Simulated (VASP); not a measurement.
System: GeB6P8 (a cell with a defect).

```
B P Ge
1.0
     9.04038    0.00000    0.00000
     0.00000    4.52019    0.00000
     0.00000    0.00000    4.52019
B P Ge
6 8 1
Direct
  0.01021 0.02368 0.99776
  0.23647 0.51880 0.98155
  0.74371 0.49513 0.98266
  0.24618 0.00426 0.50149
  0.74971 0.99028 0.49804
  0.00257 0.50177 0.49750
  0.13030 0.24726 0.25250
  0.62414 0.25093 0.25683
  0.37794 0.75032 0.22732
  0.87676 0.75111 0.24264
  0.36088 0.26989 0.75064
  0.86913 0.25334 0.75290
  0.12378 0.73958 0.76424
  0.63027 0.74484 0.74445
  0.49389 0.52902 0.48763
```

Program: VASP 6.6.1. Alike in all runs: task single point; potentials or basis VASP PAW PBE potentials, release 64 (B, P, Ge_d); spin collinear; cell as given; k mesh 1 × 1 × 1, shifted; cutoff (eV) 520.

Q: Order these runs on this cell by their pressure, lowest first.
A. level r2SCAN; smearing fermi-dirac 0.05 eV
B. level PBEsol+D4; smearing gaussian 0.05 eV
C. level PBEsol; smearing fermi-dirac 0.05 eV

A: B (16.4 GPa), C (19.1 GPa), A (21.2 GPa).

Caveats: all runs use coarse meshes; the PAW data sets were made with another functional, which shifts forces and pressure a little.
